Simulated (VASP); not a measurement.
A run of VASP 6.6.1:

INCAR

```
PREC = Accurate ; ENCUT = 600
EDIFF = 1E-7 ; ISMEAR = -1
SIGMA = 0.08 ; LREAL = False
LASPH = True ; NELM = 60
ALGO = Normal ; ISIF = 3
LWAVE = False ; LCHARG = False
IBRION = 2 ; NSW = 32
EDIFFG = -0.005 ; PSTRESS = 15.0
```

The input KPOINTS:

```
regular mesh
0
Gamma
  15 15 15
```

POSCAR

```
Ge
1.0
   -2.5276814559      2.5276814559      1.3783401721
    2.5276814559     -2.5276814559      1.3783401721
    2.5276814559      2.5276814559     -1.3783401721
Ge
2
Direct
   -0.3750000000     -0.1250000000     -0.2500000000
    0.3750000000      0.1250000000      0.2500000000
```

Potentials or basis: VASP PAW LDA potentials, release 64 (Ge_d).

Launch:

```console
$ cat potpaw_LDA.64/Ge_d/POTCAR > POTCAR
$ mpirun -np 1 vasp_std > vasp.out
```

Hardware: 1 thread of Intel(R) Xeon(R) 6975P-C (Granite Rapids), with other jobs on the host.

**Question.** Estimate the wall time of this run.

**Answer.** Run time: 2.4 min on 1 thread of Intel(R) Xeon(R) 6975P-C (Granite Rapids), with other jobs on the host, peak memory 0.3 GiB. Counts: scf iterations 17, k points 288, ion steps 2.
